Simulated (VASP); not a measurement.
Write the native input for VASP 6.6.1 that does the following.

| Quantity | Value |
| --- | --- |
| Task | single point |
| Functional | PBEsol |
| Potentials or basis | VASP PAW PBE potentials, release 64 (Fe, Si) |
| Cutoff | 520 eV |
| k mesh | 11 × 11 × 11 |
| Occupations | fermi-dirac, width 0.05 eV |
| Spin | collinear spin, ferromagnetic start |
| Starting moments | [3.0, 3.0, 3.0, 3.0, 0.0] μB |
| Dipole correction | no |
| Further INCAR settings | ALGO = Normal; EDIFF = 1e-07; NBANDS = 30 |

The structure of Fe4Si lies in POSCAR:

```
Fe4Si
1.0
    0.0000000000      2.0276100000      9.4663410000
    1.5219040000      0.0000000000      9.4663410000
    1.5219040000      2.0276100000      0.0000000000
Fe Si
4 1
Direct
    0.5940690000      0.5940690000      0.4059310000
    0.1979710000      0.1979710000      0.8020290000
    0.8020290000      0.8020290000      0.1979710000
    0.4059310000      0.4059310000      0.5940690000
    0.0000000000      0.0000000000      0.0000000000
```

The input as run:

INCAR

```
SYSTEM = Fe4Si
PREC = Accurate ; ENCUT = 520
EDIFF = 1E-7 ; ISMEAR = -1
SIGMA = 0.05 ; LREAL = .FALSE.
LASPH = .TRUE. ; NELM = 150
ALGO = Normal ; ISIF = 2
LWAVE = .FALSE. ; LCHARG = .FALSE.
ISPIN = 2 ; MAGMOM = 3 3 3 3 0
LORBIT = 11 ; LMAXMIX = 4
GGA = PS ; NBANDS = 30
```

KPOINTS

```
regular mesh
0
G
  11 11 11
  0 0 0
```

Potentials or basis: VASP PAW PBE potentials, release 64 (Fe, Si).

The run is started by

```console
$ cat potpaw_PBE.64/Fe/POTCAR potpaw_PBE.64/Si/POTCAR > POTCAR
$ mpirun -np 1 vasp_std > vasp.out
```

Results of the run:

```yaml
Pressure: -8.9 GPa
Largest_force: 0.106 eV/Å
Net_moment: 8.83 μB per cell
Site_moments: Fe +1.91, +2.54 (each value once); Si -0.06 μB
Valence_electrons_inside_the_program's_atomic_spheres: Fe 7.36, 7.14 (each value once); Si 1.64
```

Caveat: the cell stands under tension; the PAW data sets were made with another functional, which shifts forces and pressure a little.

Run time: 79 min on 1 thread of Oxide Virtual Turin-like Processor, on a shared host, peak memory 0.73 GiB.
